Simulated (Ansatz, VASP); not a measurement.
# Sr in VASP and in Ansatz

```
Sr
1.0
    10.10862    0.00000    0.00000
    -5.05431    8.75432    0.00000
     0.00000    0.00000    4.06742
Sr
1
Direct
  0.00000 0.00000 0.00000
```

Alike in both runs: task single point; functional PBEsol; k mesh 6 × 6 × 8; occupations gaussian, width 0.03 eV; collinear spin.

|  | VASP | Ansatz |
| --- | --- | --- |
| version | VASP 6.6.1 | Ansatz 0.2.0 |
| potentials or method | VASP PAW PBE potentials, release 64 (Sr_sv), cutoff 520 eV | scalar-relativistic, plane waves, PAW |
| valence electrons in the cell | 10 | 10 |

Ansatz gave:

| Item | Value |
| --- | --- |
| gap on the k mesh at the Fermi level (eV) | none |
| pressure (GPa) | 0.1 |
| traceless stress, the component that is largest in VASP (GPa) | 0.29 |
| net moment per atom (μB) | 0.25 |
| size of the moment on the site where the two differ most (μB) | 0.07 |

Question: Estimate VASP's values.

Answer: gap on the k mesh at the Fermi level (eV): none; pressure (GPa): 0.0; traceless stress, the component that is largest in VASP (GPa): 0.07; net moment per atom (μB): 0.25; size of the moment on the site where the two differ most (μB): 0.06.

VASP's potentials were made for PBE, not for PBEsol. Site moments also hang on the region over which each program counts them. A gap of «none» marks a metal or a gap that the smearing closes. The functional is the same, so the differences come from potentials, cutoffs and numerics.
